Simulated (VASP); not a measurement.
Wanted: the native input for a VASP 6.6.1 run.

| Quantity | Value |
| --- | --- |
| Task | single point |
| Functional | PBE |
| Potentials or basis | VASP PAW PBE potentials, release 64 (Pt, Cl) |
| Cutoff | 400 eV |
| k mesh | 9 × 9 × 1 |
| Occupations | gaussian, width 0.1 eV |
| Spin | no spin polarisation |
| Dipole correction | yes |
| Further INCAR settings | ALGO = Normal; EDIFF = 1e-06; NBANDS = 26; NELMDL = -8 |

The structure of Pt3Cl lies in POSCAR:

```
Pt3Cl
1.0
    2.8071640675      0.0000000000      0.0000000000
    0.0000000000      2.8071640675      0.0000000000
    0.0000000000      0.0000000000     19.3513901305
Pt Cl
3 1
Direct
    0.5000000000      0.5000000000      0.2067034964
    0.0000000000      0.0000000000      0.3062505503
    0.5000000000      0.5000000000      0.4069497430
    1.0000000000      1.0000000000      0.5102823525
```

These files were run (other wordings do the same):

INCAR

```
PREC = Accurate ; ENCUT = 400
EDIFF = 1E-6 ; ISMEAR = 0
SIGMA = 0.1 ; LREAL = False
LASPH = True ; NELM = 120
ALGO = Normal ; ISIF = 2
LWAVE = False ; LCHARG = True
LDIPOL = True ; IDIPOL = 3
DIPOL = 0.5 0.5 0.358 ; GGA = PE
LELF = True ; LVHAR = True
LVACPOTAV = True ; NBANDS = 26
GGA_COMPAT = False ; NELMDL = -8
```

KPOINTS

```
Automatic mesh
0
Gamma
  9 9 1
```

Potentials or basis: VASP PAW PBE potentials, release 64 (Pt, Cl).

Command:

```console
$ cat potpaw_PBE.64/Pt/POTCAR potpaw_PBE.64/Cl/POTCAR > POTCAR
$ mpirun -np 1 vasp_std > vasp.out
```

It gave:

- Largest force: 0.114 eV/Å
- Band gap on the k mesh: zero (an odd number of electrons rules out a gap without spin polarisation)

Caveat: spin-orbit coupling is left out, which moves the levels of the heavy elements; an odd number of electrons without spin polarisation forces a metal; a magnetic or distorted state may lie lower.

It took 42 s on 1 thread of AMD EPYC 9R45 96-Core Processor (Zen 5), on a shared host, peak memory 0.17 GiB.
